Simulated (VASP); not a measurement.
# Li (P6/mmm) in VASP: a series of runs

The runs below take Li through relaxation of cell and atoms, with LDA.

Program: VASP 6.6.1. These are calculated values, not measurements. Logs are shortened: lines on timing, memory, paths and dates and some standing lists are left out, and cuts for length are marked.

### 1 The cell of the first run

It takes space group P6/mmm (No. 191, hexagonal). Conventional cell: a = 2.799 Å, b = 2.799 Å, c = 2.576 Å, α = 90.00°, β = 90.00°, γ = 120.00°. Li (site symmetry 6/mmm) has 8 Li at 2.58 to 2.80 Å within 3.4 Å.

This isn't the form of Li at room conditions, which is bcc.

### 2 Relaxation of cell and atoms, LDA, target pressure 1.3 GPa, at which the enthalpy is minimised

The input, INCAR:

```
PREC = Accurate ; ENCUT = 600
EDIFF = 1E-7 ; ISMEAR = -1
SIGMA = 0.05 ; LREAL = False
LASPH = True ; NELM = 80
ALGO = Normal ; ISIF = 3
LWAVE = False ; LCHARG = False
IBRION = 2 ; NSW = 32
EDIFFG = -0.005 ; PSTRESS = 13.0
```

The input, KPOINTS:

```
Automatic mesh
0
Gamma
  16 16 14
```

The input, POSCAR:

```
Li
1.0
    2.7985514924      0.0000000000      0.0000000000
   -1.3992757462      2.4236166862      0.0000000000
    0.0000000000      0.0000000000      2.5756944257
Li
1
Direct
    0.0000000000      0.0000000000      0.0000000000
```

Potentials or basis: VASP PAW LDA potentials, release 64 (Li_sv).

Launch:

```
$ cat potpaw_LDA.64/Li_sv/POTCAR > POTCAR
$ mpirun -np 1 vasp_std > vasp.out
```

OUTCAR:

```text
PREC = Accurate
   ENCUT = 600
   EDIFF = 1E-7
   ISMEAR = -1
   LREAL = False
   LASPH = True
   NELM = 80
   ISIF = 3
   IBRION = 2
   NSW = 32
   EDIFFG = -0.005
   PSTRESS = 13.0

 ion  position               nearest neighbor table
   1  0.000  0.000  0.000-

  LATTYP: Found a hexagonal cell.
 ALAT       =     2.7985514924
 C/A-ratio  =     0.9203669944

  Lattice vectors:

 A1 = (   2.7985514924,   0.0000000000,   0.0000000000)
 A2 = (  -1.3992757462,   2.4236166862,   0.0000000000)
 A3 = (   0.0000000000,   0.0000000000,   2.5756944257)

Analysis of symmetry for initial positions (statically):
=====================================================================
 Subroutine PRICEL returns:
 Original cell was already a primitive cell.

 Routine SETGRP: Setting up the symmetry group for a
 hexagonal supercell.

 Subroutine GETGRP returns: Found 24 space group operations
 (whereof 24 operations were pure point group operations)
 out of a pool of 24 trial point group operations.

The static configuration has the point symmetry D_6h.

Analysis of symmetry for dynamics (positions and initial velocities):
=====================================================================
 Subroutine PRICEL returns:
 Original cell was already a primitive cell.

 Routine SETGRP: Setting up the symmetry group for a
 hexagonal supercell.

 Subroutine GETGRP returns: Found 24 space group operations
 (whereof 24 operations were pure point group operations)
 out of a pool of 24 trial point group operations.

The dynamic configuration has the point symmetry D_6h.

 Subroutine INISYM returns: Found 24 space group operations
 (whereof 24 operations are pure point group operations),
 and found     1 'primitive' translations

----------------------------------------------------------------------------------------

                                     Primitive cell

  volume of cell :      17.4699

  direct lattice vectors                    reciprocal lattice vectors
     2.798551492  0.000000000  0.000000000     0.357327711  0.206303250  0.000000000
    -1.399275746  2.423616686  0.000000000     0.000000000  0.412606501  0.000000000
     0.000000000  0.000000000  2.575694426     0.000000000  0.000000000  0.388244813

  length of vectors
[... 79 lines left out ...]
   NELM   =     80;   NELMIN=  2; NELMDL= -5     # of ELM steps
   EDIFF  = 0.1E-06   stopping-criterion for ELM
   LREAL  =      F    real-space projection
   EDIFFG = -.5E-02   stopping-criterion for IOM
   NSW    =     32    number of steps for IOM
   IBRION =      2    ionic relax: 0-MD 1-quasi-New 2-CG
   NFREE  =      1    steps in history (QN), initial steepest desc. (CG)
   ISIF   =      3    stress and relaxation
   ISYM   =      2    0-nonsym 1-usesym 2-fastsym
   POTIM  = 0.5000    time-step for ionic-motion
   TEBEG  =    0.0;   TEEND  =   0.0 temperature during run
   PSTRESS=   13.0 pullay stress
   NELECT =       3.0000    total number of electrons
   NUPDOWN=      -1.0000    fix difference up-down
   EMIN   =  10.00;   EMAX   =-10.00  energy-range for DOS
   EFERMI =   0.00;   METHOD = LEGACY
   ISMEAR =    -1;   SIGMA  =   0.05  broadening in eV -4-tet -1-fermi 0-gaus
   EFERMI_NEDOS =   21; number of points for ismear=-14 and -15
   IALGO  =     38    algorithm
   IMIX   =      4    mixing-type and parameters
     AMIX     =   0.40;   BMIX     =  1.00
     AMIX_MAG =   1.60;   BMIX_MAG =  1.00
  volume/ion in A,a.u.               =      17.47       117.89
  Fermi-wavevector in a.u.,A,eV,Ry     =   0.909951  1.719558 11.265774  0.828011
  Thomas-Fermi vector in A             =   2.034056
   LORBIT       =      0    0 simple, 1 ext, 2 COOP (PROOUT), +10 PAW based schemes
   GGA     = CA    functional components
   LHFCALC =     F    Hartree Fock is set to
   AEXX    =    0.0000 exact exchange contribution
   IVDW    =     0    specifies the selected vdW correction
   LEPSILON=     F    determine dielectric tensor
   LRPA    =     F    only Hartree local field effects (RPA)
 conjugate gradient relaxation of ions
 non-spin polarized calculation
  energy-cutoff  :      600.00
  volume of cell :       17.47
 maximum number of plane-waves:       599
 NGX is ok and might be reduce to    24
   NGX = 11   NGY = 11   NGZ = 11

--------------------------------------- Ionic step        1  -------------------------------------------

 number of electron       3.0000004 magnetization

 Free energy of the ion-electron system (eV)
  ---------------------------------------------------
  ext. energy  EPLUGINS =         0.00000000
  ---------------------------------------------------
  free energy    TOTEN  =        -1.97814058 eV

  energy without entropy =       -1.97451051  energy(sigma->0) =       -1.97632555

------------------------ aborting loop because EDIFF is reached ----------------------------------------

  FORCE on cell =-STRESS in cart. coord.  units (eV):
  Direction    XX          YY          ZZ          XY          YZ          ZX
  --------------------------------------------------------------------------------------
  -------------------------------------------------------------------------------------
  Total        0.1231140      0.1231140      0.1242150      0.0000000     -0.0000000      0.0000000
  in kB       11.2908432     11.2908432     11.3918174      0.0000000     -0.0000000      0.0000000
  external PRESSURE =      -1.6754987 kB  Pullay stress =      13.0000000 kB
[... 61 lines left out ...]
--------------------------------------- Ionic step        3  -------------------------------------------

 number of electron       3.0000005 magnetization

 Free energy of the ion-electron system (eV)
  ---------------------------------------------------
  ext. energy  EPLUGINS =         0.00000000
  ---------------------------------------------------
  free energy    TOTEN  =        -1.97687530 eV

  energy without entropy =       -1.97325325  energy(sigma->0) =       -1.97506427

 E-fermi :   1.0066     XC(G=0):  -7.5550

 val. band max:        1.0043214340   @ k =   0.2500   0.0625   0.3571
 cond. band min:       1.0226836571   @ k =   0.1250   0.1250   0.4286
 fundamental gap:      0.0183622231
 Fermi energy:         1.0065969484

 k-point     1 :       0.0000    0.0000    0.0000
  band No.  band energies     occupation
      1     -44.4784      2.00000
      2      -2.5809      2.00000
      3      14.6256      0.00000
      4      15.8510      0.00000
      5      15.8510      0.00000
[... 177 lines left out ...]
 k-point    24 :       0.2500    0.1875    0.0000
  band No.  band energies     occupation
      1     -44.4438      2.00000
      2      -0.0704      2.00000
      3       6.6375      0.00000
      4       9.2198      0.00000
      5      17.6040      0.00000

 [... further k-points ...]
[... 5 lines left out ...]
  --------------------------------------------------------------------------------------
  -------------------------------------------------------------------------------------
  Total        0.1415559      0.1415559      0.1390943      0.0000000     -0.0000000      0.0000000
  in kB       13.1072044     13.1072044     12.8792780      0.0000000     -0.0000000      0.0000000
  external PRESSURE =       0.0312290 kB  Pullay stress =      13.0000000 kB
[... 20 lines left out ...]
  energy  without entropy=       -1.9732532480  energy(sigma->0) =       -1.97506427

  enthalpy is  TOTEN    =        -1.8364771694 eV   P V=        0.1403981285

 reached required accuracy - stopping structural energy minimisation
```

CONTCAR:

```text
Li
   1.00000000000000
     2.7894443862835776    0.0000000000000000    0.0000000000000000
    -1.3947221931417888    2.4157297009475318    0.0000000000000000
     0.0000000000000000   -0.0000000000000000    2.5678077336497913
  Li
     1
Direct
     0.0000000000000000    0.0000000000000000    0.0000000000000000

  0.00000000E+00  0.00000000E+00  0.00000000E+00
```

Run time: 23 s. Hardware: 1 thread of AMD EPYC 9R45 (Zen 5), shared host; peak memory 0.1 GiB.

Results:

| Item | Value |
| --- | --- |
| Free energy | -1.9769 eV |
| Relaxed volume | 17.30 Å³/atom |
| Relaxed cell | a = 2.789 Å, b = 2.789 Å, c = 2.568 Å, α = 90.00°, β = 90.00°, γ = 120.00° |
| Space group after relaxing (to 0.1 Å) | P6/mmm (No. 191) |
| Energy change on relaxing (the run minimises the enthalpy) | +1.3 meV/atom |
| Ionic steps | 3 |
| Pressure after relaxing | 1.3 GPa |
| Band gap on the k mesh | zero (an odd number of electrons rules out a gap without spin polarisation) |

Step by step:
```
step  energy change (eV)  largest force (eV/Å)  pressure (GPa)  volume (Å³)
   1              0.0000                0.0000            1.13        17.47
   2              0.0003                0.0000            1.18        17.42
   3              0.0013                0.0000            1.30        17.30
```

Final structure:
```
Li
1.0
     2.78944    0.00000    0.00000
    -1.39472    2.41573    0.00000
     0.00000    0.00000    2.56781
Li
1
Cartesian
  0.0000 0.0000 0.0000
```

Levels at points of the mesh, in eV from the Fermi level:
```
           k point  band 1  band 2  band 3  band 4  band 5
(0.00, 0.00, 0.00)  -45.48   -3.59   13.62   14.84   14.84
(0.50, 0.00, 0.00)  -45.45   -0.25    3.41   10.53   14.95
(0.00, 0.00, 0.50)  -45.44   -0.75    2.70   17.80   17.80
(0.50, 0.00, 0.50)  -45.41    4.11    4.39    7.04   10.19
```

Caveat: the cutoff is under 1.25 times the usual one of these potentials, so pressure, stress and relaxed cells hold a basis-set (Pulay) error; the cell is relaxed towards a set pressure, so the run minimises the enthalpy, not the energy.

(Continued in part 2 of 2.)
